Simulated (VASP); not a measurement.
Write the native input for VASP 6.6.1 that does the following.

```yaml
Task: single point
Functional: PBE
Potentials_or_basis: VASP PAW PBE potentials, release 64 (Bi_d, S)
Cutoff: 520 eV
k_mesh: 7 × 7 × 7
Occupations: gaussian, width 0.024 eV
Spin: no spin polarisation
Dipole_correction: no
Further_INCAR_settings: ALGO = Normal; EDIFF = 1e-06; NBANDS = 18
```

The structure of BiS lies in POSCAR:

```
BiS
1.0
    4.0029443400      0.0000000000      0.0000000000
    0.0000000000      4.0029443400      0.0000000000
    0.0000000000      0.0000000000      4.0029443400
Bi S
1 1
Direct
    0.5000000000      0.5000000000      0.5000000000
    0.0000000000      0.0000000000      0.0000000000
```

One way to write it, as run:

INCAR

```
ALGO = Normal
EDIFF = 1E-6
ENCUT = 520
GGA = PE
ISIF = 2
ISMEAR = 0
LASPH = T
LCHARG = F
LREAL = F
LWAVE = F
NBANDS = 18
NELM = 80
PREC = Accurate
SIGMA = 0.024
```

KPOINTS

```
k-points
0
Gamma
  7 7 7
```

Potentials or basis: VASP PAW PBE potentials, release 64 (Bi_d, S).

Launch:

```console
$ cat potpaw_PBE.64/Bi_d/POTCAR potpaw_PBE.64/S/POTCAR > POTCAR
$ mpirun -np 1 vasp_std > vasp.out
```

Results of the run:

- Pressure: -11.0 GPa

It took 8.2 s on 1 thread of Intel(R) Xeon(R) 6975P-C (Granite Rapids) (shared host), peak memory 0.16 GiB.
